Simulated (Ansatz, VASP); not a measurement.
**Ca4As3: VASP beside Ansatz**

```
Ca As
1.0
     6.28882    0.00000    0.00000
    -3.14441    5.44628    0.00000
     0.00000    0.00000    7.52558
Ca As
4 3
Cartesian
  0.0000 3.6309 5.7098
  0.0000 3.6309 1.8158
  3.1444 1.8154 1.8158
  3.1444 1.8154 5.7098
  4.6299 0.0000 0.0000
  -2.3150 4.0096 0.0000
  0.8294 1.4366 0.0000
```

Alike in both runs: functional PBE; k mesh 3 × 3 × 4; occupations gaussian, width 0.1 eV; no spin polarisation.

Ansatz relaxed the structure, and its values are those at the end. VASP's run is a single point on that final structure, the one shown.

```csv
,VASP,Ansatz
version,VASP 6.6.1,Ansatz 0.2.0
potentials or method,"VASP PAW PBE potentials, release 64 (Ca_sv, As), cutoff 520 eV","scalar-relativistic, plane waves, PAW"
valence electrons in the cell,55,85
```

```tsv
	VASP	Ansatz	Ansatz less VASP
gap on the k mesh at the Fermi level (eV)	none	none	-
pressure (GPa)	0.3	0.2	-0.07
rms of the force components (eV/Å)	0.007	0.016	+0.0085
```

A gap of «none» marks a metal or a gap that the smearing closes. With one functional, cell and mesh, what is left measures potentials, basis and numerics. VASP's potentials hold 55 valence electrons a cell and Ansatz's 85, so a difference there can come from the potentials and not from the codes.

The k mesh is coarse, so the values compare programs but aren't converged.
